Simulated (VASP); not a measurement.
# HfO2: relaxation of cell and atoms with revPBE+D3(BJ)

The system is HfO2.

```xyz
6
Lattice="3.5580 0.0000 0.0000 0.0000 3.5580 0.0000 0.0000 0.0000 5.1719" Properties=species:S:1:pos:R:3 pbc="T T T"
Hf    1.7790    1.7790    2.5859
Hf    0.0000    0.0000    0.0000
O     0.0000    1.7790    3.6059
O     1.7790    0.0000    4.1519
O     1.7790    0.0000    1.5660
O     0.0000    1.7790    1.0199
```

```
Program                : VASP 6.6.1
Task                   : relaxation of cell and atoms
Functional             : revPBE
Dispersion             : D3(BJ)
Potentials or basis    : VASP PAW PBE potentials, release 64 (Hf_pv, O)
Cutoff                 : 600 eV
k mesh                 : 6 × 6 × 4
Occupations            : gaussian, width 0.01 eV
Spin                   : no spin polarisation
Dipole correction      : no
Further INCAR settings : ALGO = Normal; EDIFF = 1e-06; IBRION = 2; EDIFFG = -0.01; NSW = 80; ISIF = 3
```

```
Relaxed volume                        : 11.01 Å³/atom
Relaxed cell                          : a = 3.572 Å, b = 3.572 Å, c = 5.175 Å, α = 90.00°, β = 90.00°, γ = 90.00°
Space group after relaxing (to 0.1 Å) : P4_2/nmc (No. 137)
Energy gained by relaxing             : 1.3 meV/atom
Ionic steps                           : 10
Pressure after relaxing               : 0.0 GPa
Band gap on the k mesh                : 4.74 eV (least direct gap 4.82 eV)
Dispersion energy per atom            : -0.444 eV
```

Stress tensor (GPa, compression positive):
```
-0.06  0.00  0.00
 0.00 -0.06  0.00
 0.00  0.00  0.04
```

Step by step:
```
step  energy change (eV)  largest force (eV/Å)  pressure (GPa)  volume (Å³)
   1              0.0000                0.1040            2.86        65.47
   2              0.0094                0.0698           -4.32        67.33
   3             -0.0069                0.0332           -0.11        66.20
   4             -0.0069                0.0347           -0.01        66.18
   5             -0.0071                0.0304            0.00        66.16
   6             -0.0074                0.0180            0.03        66.08
   7             -0.0074                0.0055            0.12        65.92
   8             -0.0076                0.0073            0.08        66.01
   9             -0.0075                0.0136           -0.29        66.08
  10             -0.0076                0.0003           -0.03        66.04
```

Final structure:
```yaml
crystal:
  lattice:
    - [3.57207, 0.00000, 0.00000]
    - [0.00000, 3.57207, 0.00000]
    - [0.00000, 0.00000, 5.17532]
  atoms:
    - { symbol: Hf, position: [0.50000, 0.50000, 0.50000] }
    - { symbol: Hf, position: [0.00000, 0.00000, 0.00000] }
    - { symbol: O, position: [0.00000, 0.50000, 0.69951] }
    - { symbol: O, position: [0.50000, 0.00000, 0.80049] }
    - { symbol: O, position: [0.50000, 0.00000, 0.30049] }
    - { symbol: O, position: [0.00000, 0.50000, 0.19951] }
```

Levels at points of the mesh, in eV from the valence-band top:
```csv
k point,band 20,band 21,band 22,band 23,band 24,band 25
"(0.00, 0.00, 0.00)",-0.12,-0.08,-0.08,4.74,4.76,5.92
"(0.50, 0.00, 0.00)",-1.44,-0.13,-0.13,5.15,5.15,6.14
"(0.50, 0.50, 0.00)",-0.79,-0.47,-0.47,5.71,5.71,6.14
"(0.00, 0.00, 0.50)",-0.62,0.00,0.00,5.39,5.39,5.68
"(0.50, 0.00, 0.50)",-1.38,-0.97,-0.97,5.29,5.29,5.62
"(0.50, 0.50, 0.50)",-1.37,-0.03,-0.03,5.97,5.97,6.26
```

It took 3.8 min on 1 thread of Intel(R) Xeon(R) Platinum 8488C (Sapphire Rapids), on a shared host, peak memory 0.23 GiB.

Caveat: the PAW data sets were made with another functional, which shifts forces and pressure a little; spin-orbit coupling is left out, which moves the levels of the heavy elements. A k mesh can miss the band edges.
